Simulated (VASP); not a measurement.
Here is a VASP 6.6.1 calculation.

The input INCAR:

```
PREC = Accurate
ENCUT = 520
EDIFF = 1E-7
ISMEAR = 1
SIGMA = 0.15
LREAL = F
LASPH = T
NELM = 80
ALGO = Normal
ISIF = 2
LWAVE = F
LCHARG = F
NBANDS = 11
```

File KPOINTS:

```
regular mesh
0
Gamma
  8 8 8
```

Contents of POSCAR:

```
C
1.0
    0.0000000000      2.1270000000      3.3480000000
    1.2280000000      0.0000000000      3.3480000000
    1.2280000000      2.1270000000      0.0000000000
C
2
Direct
    0.1666666667      0.8333333333      0.1666666667
    0.8333333333      0.1666666667      0.8333333333
```

Potentials or basis: VASP PAW LDA potentials, release 64 (C).

Run with:

```sh
$ cat potpaw_LDA.64/C/POTCAR > POTCAR
$ mpirun -np 1 vasp_std > vasp.out
```

Problem. What does it give for the pressure?

Solution. -3.0 GPa.

Problem. Predict the largest force.

Solution. 0.052 eV/Å.

Problem. Estimate the band gap on the k mesh.

Solution. 0.99 eV, indirect (least direct gap 1.33 eV).

Stress tensor (GPa, compression positive):
```
-4.66  0.00  0.00
 0.00 -4.41  0.00
 0.00  0.00  0.01
```

A k mesh can miss the band edges.
